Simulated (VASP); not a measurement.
# AlCo (Fm-3m) in VASP: density of states with PBE

Aim: the density of states of AlCo with PBE.

Program: VASP 6.6.1. These are calculated values, not measurements. Logs are shortened: lines on timing, memory, paths and dates and some standing lists are left out, and cuts for length are marked.

### 1 The cell of the first run

Symmetry: Fm-3m, No. 225, cubic system. The conventional cell has a = 4.788 Å, b = 4.788 Å, c = 4.788 Å, α = 90.00°, β = 90.00°, γ = 90.00°. Within 3.2 Å of Al (site symmetry m-3m) lie 6 Co at 2.39 Å. Within 3.2 Å of Co (site symmetry m-3m) lie 6 Al at 2.39 Å.

### 2 Density of states, PBE

POSCAR reads:

```
AlCo
1.0
    0.0000000000      2.3940856768      2.3940856768
    2.3940856768      0.0000000000      2.3940856768
    2.3940856768      2.3940856768      0.0000000000
Al Co
1 1
Direct
    0.0000000000      0.0000000000      0.0000000000
    0.5000000000      0.5000000000      0.5000000000
```

INCAR.step1 reads:

```
ALGO = Normal
EDIFF = 1E-7
ENCUT = 520
GGA = PE
ISIF = 2
ISMEAR = 0
LASPH = True
LCHARG = True
LMAXMIX = 4
LREAL = False
LWAVE = False
NBANDS = 13
NELM = 60
PREC = Accurate
SIGMA = 0.1
```

KPOINTS.step1 reads:

```
k-points
0
Gamma
  20 20 20
```

INCAR.step2 reads:

```
ALGO = Normal
EDIFF = 1E-7
ENCUT = 520
GGA = PE
ICHARG = 11
ISIF = 2
ISMEAR = -5
LASPH = True
LCHARG = False
LMAXMIX = 4
LORBIT = 11
LREAL = False
LWAVE = False
NEDOS = 2001
NELM = 60
PREC = Accurate
SIGMA = 0.1
```

KPOINTS.step2 reads:

```
k-points
0
Gamma
  30 30 30
```

Potentials or basis: VASP PAW PBE potentials, release 64 (Al, Co).

Command:

```sh
$ cat potpaw_PBE.64/Al/POTCAR potpaw_PBE.64/Co/POTCAR > POTCAR
$ cp INCAR.step1 INCAR
$ cp KPOINTS.step1 KPOINTS
$ mpirun -np 1 vasp_std > vasp.out
$ cp INCAR.step2 INCAR
$ cp KPOINTS.step2 KPOINTS
$ mpirun -np 1 vasp_std > vasp.out
```

OUTCAR:

```text
EDIFF = 1E-7
   ENCUT = 520
   GGA = PE
   ICHARG = 11
   ISIF = 2
   ISMEAR = -5
   LASPH = True
   LORBIT = 11
   LREAL = False
   NELM = 60
   PREC = Accurate

 ion  position               nearest neighbor table
   1  0.000  0.000  0.000-   2 2.39   2 2.39   2 2.39   2 2.39   2 2.39   2 2.39
   2  0.500  0.500  0.500-   1 2.39   1 2.39   1 2.39   1 2.39   1 2.39   1 2.39

  LATTYP: Found a face centered cubic cell.
 ALAT       =     4.7881713536

  Lattice vectors:

 A1 = (   0.0000000000,   2.3940856768,   2.3940856768)
 A2 = (   2.3940856768,   0.0000000000,   2.3940856768)
 A3 = (   2.3940856768,   2.3940856768,   0.0000000000)

Analysis of symmetry for initial positions (statically):
=====================================================================
 Subroutine PRICEL returns:
 Original cell was already a primitive cell.

 Routine SETGRP: Setting up the symmetry group for a
 face centered cubic supercell.

 Subroutine GETGRP returns: Found 48 space group operations
 (whereof 48 operations were pure point group operations)
 out of a pool of 48 trial point group operations.

The static configuration has the point symmetry O_h .

Analysis of symmetry for dynamics (positions and initial velocities):
=====================================================================
 Subroutine PRICEL returns:
 Original cell was already a primitive cell.

 Routine SETGRP: Setting up the symmetry group for a
 face centered cubic supercell.

 Subroutine GETGRP returns: Found 48 space group operations
 (whereof 48 operations were pure point group operations)
 out of a pool of 48 trial point group operations.

The dynamic configuration has the point symmetry O_h .

 Subroutine INISYM returns: Found 48 space group operations
 (whereof 48 operations are pure point group operations),
 and found     1 'primitive' translations

----------------------------------------------------------------------------------------

                                     Primitive cell

  volume of cell :      27.4441

  direct lattice vectors                    reciprocal lattice vectors
     0.000000000  2.394085677  2.394085677    -0.208847998  0.208847998  0.208847998
     2.394085677  0.000000000  2.394085677     0.208847998 -0.208847998  0.208847998
     2.394085677  2.394085677  0.000000000     0.208847998  0.208847998 -0.208847998

  length of vectors
     3.385748434  3.385748434  3.385748434     0.361735343  0.361735343  0.361735343

  position of ions in fractional coordinates (direct lattice)
     0.000000000  0.000000000  0.000000000
     0.500000000  0.500000000  0.500000000

  ion indices of the primitive-cell ions
   primitive index   ion index
                 1           1
                 2           2

----------------------------------------------------------------------------------------

 KPOINTS: k-points

Automatic generation of k-mesh.
 Grid dimensions read from file:
 generate k-points for:   30   30   30

 Generating k-lattice:

  Cartesian coordinates                     Fractional coordinates (reciprocal lattice)
    -0.006961600  0.006961600  0.006961600     0.033333333  0.000000000  0.000000000
     0.006961600 -0.006961600  0.006961600     0.000000000  0.033333333  0.000000000
     0.006961600  0.006961600 -0.006961600     0.000000000  0.000000000  0.033333333

  Length of vectors
     0.012057845  0.012057845  0.012057845

  Shift w.r.t. Gamma in fractional coordinates (k-lattice)
     0.000000000  0.000000000  0.000000000

 TETIRR: Found   3593 inequivalent tetrahedra from   162000

 Subroutine IBZKPT returns following result:
 ===========================================

 Found    752 irreducible k-points:

 Following reciprocal coordinates:
            Coordinates               Weight
  0.000000  0.000000  0.000000      1.000000
  0.033333  0.000000  0.000000      8.000000
  0.066667  0.000000  0.000000      8.000000
  0.100000  0.000000  0.000000      8.000000
  0.133333  0.000000  0.000000      8.000000
  0.166667  0.000000  0.000000      8.000000
[... 16 lines left out ...]
  0.233333  0.033333  0.000000     24.000000
  0.266667  0.033333  0.000000     24.000000
 [... further k-points ...]
   k-points           NKPTS =    752   k-points in BZ     NKDIM =    752   number of bands    NBANDS=     10
   number of dos      NEDOS =   2001   number of ions     NIONS =      2
   total plane-waves  NPLWV =  21952
   dimension x,y,z NGX =    28 NGY =   28 NGZ =   28
   dimension x,y,z NGXF=    56 NGYF=   56 NGZF=   56
   ions per type =               1   1
   NGX,Y,Z   is equivalent  to a cutoff of  13.75, 13.75, 13.75 a.u.
   NGXF,Y,Z  is equivalent  to a cutoff of  27.50, 27.50, 27.50 a.u.
 SYSTEM =  unknown system
   PREC   = accura    normal or accurate (medium, high low for compatibility)
   ISTART =      0    job   : 0-new  1-cont  2-samecut
   ICHARG =     11    charge: 1-file 2-atom 10-const
   ISPIN  =      1    spin polarized calculation?
   LNONCOLLINEAR =      F non collinear calculations
   LSORBIT =      F    spin-orbit coupling
   LASPH  =      T    aspherical Exc in radial PAW
   ENCUT  =  520.0 eV  38.22 Ry    6.18 a.u.   6.30  6.30  6.30*2*pi/ulx,y,z
   NELM   =     60;   NELMIN=  2; NELMDL=  0     # of ELM steps
   EDIFF  = 0.1E-06   stopping-criterion for ELM
   LREAL  =      F    real-space projection
   EDIFFG = 0.1E-05   stopping-criterion for IOM
   NSW    =      0    number of steps for IOM
   IBRION =     -1    ionic relax: 0-MD 1-quasi-New 2-CG
   NFREE  =      0    steps in history (QN), initial steepest desc. (CG)
   ISIF   =      2    stress and relaxation
   ISYM   =      2    0-nonsym 1-usesym 2-fastsym
   POTIM  = 0.5000    time-step for ionic-motion
   TEBEG  =    0.0;   TEEND  =   0.0 temperature during run
   PSTRESS=    0.0 pullay stress
   NELECT =      12.0000    total number of electrons
   NUPDOWN=      -1.0000    fix difference up-down
   EMIN   =  10.00;   EMAX   =-10.00  energy-range for DOS
   EFERMI =   0.00;   METHOD = LEGACY
   ISMEAR =    -5;   SIGMA  =   0.10  broadening in eV -4-tet -1-fermi 0-gaus
   EFERMI_NEDOS =   21; number of points for ismear=-14 and -15
   IALGO  =     38    algorithm
   IMIX   =      4    mixing-type and parameters
     AMIX     =   0.40;   BMIX     =  1.00
     AMIX_MAG =   1.60;   BMIX_MAG =  1.00
  volume/ion in A,a.u.               =      13.72        92.60
  Fermi-wavevector in a.u.,A,eV,Ry     =   1.242564  2.348106 21.006935  1.543966
  Thomas-Fermi vector in A             =   2.376913
   LORBIT       =     11    0 simple, 1 ext, 2 COOP (PROOUT), +10 PAW based schemes
   GGA     = PE    functional components
   LHFCALC =     F    Hartree Fock is set to
   AEXX    =    0.0000 exact exchange contribution
   IVDW    =     0    specifies the selected vdW correction
   LEPSILON=     F    determine dielectric tensor
   LRPA    =     F    only Hartree local field effects (RPA)
 non-spin polarized calculation
 Fermi weights with tetrahedron method with Bloechl corrections
  energy-cutoff  :      520.00
  volume of cell :       27.44
 maximum number of plane-waves:       754
 NGX is ok and might be reduce to    28

 number of electron      12.0000004 magnetization

 Free energy of the ion-electron system (eV)
  ---------------------------------------------------
  ext. energy  EPLUGINS =         0.00000000
  ---------------------------------------------------
  free energy    TOTEN  =       -10.33226228 eV

  energy without entropy =      -10.33226228  energy(sigma->0) =      -10.33226228

 E-fermi :   8.3273     XC(G=0): -11.3784

 val. band max:        8.3207780510   @ k =  -0.3000   0.4333   0.2000
 cond. band min:       8.2904956262   @ k =  -0.4000   0.3667   0.0667
 fundamental gap:     -0.0302824247
 Fermi energy:         8.3272866924

 k-point     1 :       0.0000    0.0000    0.0000
  band No.  band energies     occupation
      1      -1.4503      2.00000
      2       6.8970      2.00000
      3       6.8970      2.00000
      4       6.8970      2.00000
      5       7.0397      2.00000
      6       7.0397      2.00000
      7      15.5856      0.00000
      8      15.5856      0.00000
      9      15.5856      0.00000
     10      19.4841      0.00000

 k-point     2 :       0.0333    0.0000    0.0000
  band No.  band energies     occupation
      1      -1.4280      2.00000
      2       6.8864      2.00000
      3       6.9017      2.00000
      4       6.9017      2.00000
      5       7.0356      2.00000
      6       7.0356      2.00000
      7      15.4212      0.00000
      8      15.5806      0.00000
      9      15.5806      0.00000
     10      19.2075      0.00000

 k-point     3 :       0.0667    0.0000    0.0000
  band No.  band energies     occupation
      1      -1.3611      2.00000
      2       6.8544      2.00000
      3       6.9115      2.00000
      4       6.9115      2.00000
      5       7.0277      2.00000
      6       7.0277      2.00000
      7      14.9720      0.00000
      8      15.5666      0.00000
      9      15.5666      0.00000
     10      18.8853      0.00000

 k-point     4 :       0.1000    0.0000    0.0000
  band No.  band energies     occupation
      1      -1.2498      2.00000
      2       6.8007      2.00000
      3       6.9100      2.00000
      4       6.9100      2.00000
      5       7.0331      2.00000
      6       7.0331      2.00000
      7      14.3344      0.00000
      8      15.5460      0.00000
      9      15.5460      0.00000
     10      18.6556      0.00000
[... 222 lines left out ...]
 k-point    22 :       0.2000    0.0333    0.0000
  band No.  band energies     occupation
      1      -0.7203      2.00000
      2       6.5377      2.00000
      3       6.7762      2.00000
      4       6.8115      2.00000
      5       7.1451      2.00000
      6       7.2023      2.00000
      7      12.3242      0.00000
      8      15.0380      0.00000
      9      15.8118      0.00000
     10      18.2807      0.00000

 k-point    23 :       0.2333    0.0333    0.0000
  band No.  band energies     occupation
      1      -0.4513      2.00000
      2       6.3873      2.00000
      3       6.7127      2.00000
      4       6.7534      2.00000
      5       7.2231      2.00000
      6       7.2813      2.00000
      7      11.5742      0.00000
      8      14.9845      0.00000
      9      15.8293      0.00000
     10      18.1547      0.00000

 k-point    24 :       0.2667    0.0333    0.0000
  band No.  band energies     occupation
      1      -0.1413      2.00000
      2       6.1973      2.00000
      3       6.6489      2.00000
      4       6.6920      2.00000
      5       7.3080      2.00000
      6       7.3664      2.00000
      7      10.8714      0.00000
      8      14.9472      0.00000
      9      15.8412      0.00000
     10      17.9696      0.00000

 [... further k-points ...]
[... 5 lines left out ...]
  --------------------------------------------------------------------------------------
  -------------------------------------------------------------------------------------
  Total       -0.0852793     -0.0852793     -0.0852793     -0.0000000     -0.0000000     -0.0000000
  in kB       -4.9785742     -4.9785742     -4.9785742     -0.0000000     -0.0000000     -0.0000000
  external PRESSURE =      -4.9785742 kB  Pullay stress =       0.0000000 kB

 VOLUME and BASIS-vectors are now :
 -----------------------------------------------------------------------------
  energy-cutoff  :      520.00
  volume of cell :       27.44
      direct lattice vectors                 reciprocal lattice vectors
     0.000000000  2.394085677  2.394085677    -0.208847998  0.208847998  0.208847998
     2.394085677  0.000000000  2.394085677     0.208847998 -0.208847998  0.208847998
     2.394085677  2.394085677  0.000000000     0.208847998  0.208847998 -0.208847998

 POSITION                                       TOTAL-FORCE (eV/Angst)
 -----------------------------------------------------------------------------------
      0.00000      0.00000      0.00000        -0.000000      0.000000     -0.000000
      2.39409      2.39409      2.39409         0.000000     -0.000000      0.000000
 -----------------------------------------------------------------------------------
    total drift:                                0.000000      0.000000      0.000000

  FREE ENERGIE OF THE ION-ELECTRON SYSTEM (eV)
  ---------------------------------------------------
  free  energy   TOTEN  =       -10.3322622794 eV

  energy  without entropy=      -10.3322622794  energy(sigma->0) =      -10.33226228

 total charge

# of ion       s       p       d       tot
------------------------------------------
    1        0.455   0.381   0.000   0.837
    2        0.404   0.348   7.608   8.360
--------------------------------------------------
tot          0.859   0.729   7.608   9.197
```

It used 160 s of CPU time on 1 thread of Intel Xeon 6975P-C (shared host).

What came out:

| Property | Result |
| --- | --- |
| Valence electrons inside the program's atomic spheres | Al 0.84; Co 8.36 |

Caveat: tetrahedron occupations give inexact forces and stress in metals. Spin polarisation is off, so any magnetic state and its effect on volume and gap are missing.
